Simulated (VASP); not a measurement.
ZrS, 2 atoms in the cell. Symmetry: I4/mmm, No. 139, tetragonal system. Conventional cell: a = 3.652 Å, b = 3.652 Å, c = 5.424 Å, α = 90.00°, β = 90.00°, γ = 90.00°. Within 3.4 Å of Zr (site symmetry 4/mmm) lie 6 S at 2.58 to 2.71 Å. Within 3.4 Å of S (site symmetry 4/mmm) lie 6 Zr at 2.58 to 2.71 Å.  This cell differs from its parent crystal: ratio of the length along z to the lengths across it x 1.05, volume and fractional coordinates fixed.

```yaml
Program: VASP 6.6.1
Task: single point
Functional: PBEsol
Potentials_or_basis: VASP PAW PBE potentials, release 64 (Zr_sv, S)
Cutoff: 520 eV
k_mesh: 18 × 18 × 18
Occupations: gaussian, width 0.15 eV
Spin: no spin polarisation
Dipole_correction: no
Further_INCAR_settings: ALGO = Normal; EDIFF = 1e-06; NBANDS = 16
```

Potentials or basis: VASP PAW PBE potentials, release 64 (Zr_sv, S).

Launch:

```bash
$ cat potpaw_PBE.64/Zr_sv/POTCAR potpaw_PBE.64/S/POTCAR > POTCAR
$ mpirun -np 1 vasp_std > vasp.out
```

Hardware: 1 thread of Intel(R) Xeon(R) 6975P-C (Granite Rapids) (shared host).

Problem. How long does it take, and how much memory?

Solution. Wall time 110 s on 1 thread of Intel(R) Xeon(R) 6975P-C (Granite Rapids), on a shared host, peak memory 0.37 GiB. Counts: scf iterations 13, k points 480.
